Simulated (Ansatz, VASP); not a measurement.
# MoS2 in VASP and in Ansatz

INCAR

```
ALGO = Normal
EDIFF = 1E-7
ENCUT = 520
GGA = PS
ISIF = 2
ISMEAR = -1
LASPH = T
LCHARG = T
LELF = T
LREAL = F
LVHAR = T
LWAVE = F
NBANDS = 20
NELM = 80
PREC = Accurate
SIGMA = 0.05
```

KPOINTS

```
k-points
0
Gamma
  10 10 2
```

The input POSCAR:

```
MoS2
1.0
    3.2260272831      0.0000000000      0.0000000000
   -1.6130136416      2.7938215805      0.0000000000
    0.0000000000      0.0000000000     17.5627129508
Mo S
1 2
Direct
    0.0000000000      0.0000000000      0.0000000000
    0.3333333333      0.6666666667      0.9105070200
    0.3333333333      0.6666666667      0.0894929800
```

The input input.yaml:

```yaml
crystal:
  lattice:
    - [3.2260272831, 0.0, 0.0]
    - [-1.6130136416, 2.7938215805, 0.0]
    - [0.0, 0.0, 17.5627129508]
  atoms:
    - { symbol: Mo, position: [0.0, 0.0, 0.0] }
    - { symbol: S, position: [0.3333333333, 0.6666666667, 0.91050702] }
    - { symbol: S, position: [0.3333333333, 0.6666666667, 0.08949298] }
hamiltonian:
  xc: pbesol
  pseudopotentials: { kind: paw }
kpoints:
  mp_grid: { grid: [10, 10, 2] }
scf:
  occupations: { method: fermi_dirac, width: 0.05 }
output:
  forces: true
  stress: true
  eigenvalues: true
```

Alike in both runs: task single point; functional PBEsol; k mesh 10 × 10 × 2; occupations fermi-dirac, width 0.05 eV; no spin polarisation.

|  | VASP | Ansatz |
| --- | --- | --- |
| version | VASP 6.6.1 | Ansatz 0.2.0 |
| potentials or method | VASP PAW PBE potentials, release 64 (Mo_sv, S) | Ansatz PAW |
| plane-wave cutoff (eV) | 520 | 420 |
| valence electrons in the cell | 26 | 26 |

Ansatz gave:

- gap on the k mesh at the Fermi level (eV): 1.63
- least direct gap on the mesh (eV): 1.82
- rms of the force components (eV/Å): 0.356

Estimate VASP's values.

gap on the k mesh at the Fermi level (eV): 1.64; least direct gap on the mesh (eV): 1.83; rms of the force components (eV/Å): 0.354.

VASP's potentials were made for PBE, not for PBEsol. Atom by atom the forces differ by 0.002 eV/Å (rms over components). The functional is the same, so the differences come from potentials, cutoffs and numerics.
